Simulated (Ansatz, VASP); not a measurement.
**Two plane-wave programs on BP**

```
B P
1.0
     0.00000    2.27408    2.27408
     2.27408    0.00000    2.27408
     2.27408    2.27408    0.00000
B P
1 1
Direct
  0.00000 0.00000 0.00000
  0.25000 0.25000 0.25000
```

Alike in both runs: functional PBE; k mesh 10 × 10 × 10; occupations gaussian, width 0.02 eV; no spin polarisation.

Ansatz relaxed the structure, and its values are those at the end. VASP's run is a single point on that final structure, the one shown.

|  | VASP | Ansatz |
| --- | --- | --- |
| version | VASP 6.6.1 | Ansatz 0.2.0 |
| potentials or method | VASP PAW PBE potentials, release 64 (B, P), cutoff 500 eV | scalar-relativistic, plane waves, PAW |
| valence electrons in the cell | 8 | 8 |

Ansatz gave:

- gap on the k mesh at the Fermi level (eV): 1.25
- least direct gap on the mesh (eV): 3.39
- pressure (GPa): 0.0

Problem. What did VASP give for the same quantities?

Solution. gap on the k mesh at the Fermi level (eV): 1.25; least direct gap on the mesh (eV): 3.39; pressure (GPa): -0.2.
